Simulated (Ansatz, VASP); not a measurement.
# One calculation of SnO, two programs

Contents of INCAR:

```
PREC = Accurate ; ENCUT = 520
EDIFF = 1E-6 ; ISMEAR = 0
SIGMA = 0.15 ; LREAL = False
LASPH = True ; NELM = 80
ALGO = Fast ; ISIF = 2
LWAVE = False ; LCHARG = False
GGA = PS ; NBANDS = 28
```

The input KPOINTS:

```
Automatic mesh
0
Gamma
  12 12 10
```

Contents of POSCAR:

```
SnO
1.0
    3.8020000000      0.0000000000      0.0000000000
    0.0000000000      3.8020000000      0.0000000000
    0.0000000000      0.0000000000      4.8360000000
Sn O
2 2
Direct
    0.0000000000      0.5000000000      0.2385000000
    0.5000000000      0.0000000000      0.7615000000
   -0.0789058390      0.0000000000      0.0310173697
    0.5000000000      0.5000000000      0.0000000000
```

Input for Ansatz:

```yaml
crystal:
  lattice:
    - [3.802, 0.0, 0.0]
    - [0.0, 3.802, 0.0]
    - [0.0, 0.0, 4.836]
  atoms:
    - { symbol: Sn, position: [0.0, 0.5, 0.2385] }
    - { symbol: Sn, position: [0.5, 0.0, 0.7615] }
    - { symbol: O, position: [-0.078905839, 0.0, 0.0310173697] }
    - { symbol: O, position: [0.5, 0.5, 0.0] }
basis:
  ecutwfc: 420
kpoints:
  mp_grid: { grid: [12, 12, 10] }
hamiltonian:
  xc: pbesol
scf:
  occupations: { method: gaussian, width: 0.15 }
output:
  forces: true
  stress: true
  eigenvalues: true
```

Alike in both runs: task single point; functional PBEsol; k mesh 12 × 12 × 10; occupations gaussian, width 0.15 eV; no spin polarisation.

|  | VASP | Ansatz |
| --- | --- | --- |
| version | VASP 6.6.1 | Ansatz 0.2.0 |
| potentials or method | VASP PAW PBE potentials, release 64 (Sn_d, O), cutoff 520 eV | scalar-relativistic, plane waves, PAW |
| valence electrons in the cell | 40 | 40 |

```csv
,VASP,Ansatz,Ansatz less VASP
gap on the k mesh at the Fermi level (eV),none,none,-
pressure (GPa),2.4,2.2,-0.23
"traceless stress, the component that is largest in VASP (GPa)",2.41,2.30,-0.105
rms of the force components (eV/Å),0.705,0.693,-0.0121
```

VASP's potentials were made for PBE, not for PBEsol. Atom by atom the forces differ by 0.036 eV/Å (rms over components). A gap of «none» marks a metal or a gap that the smearing closes.
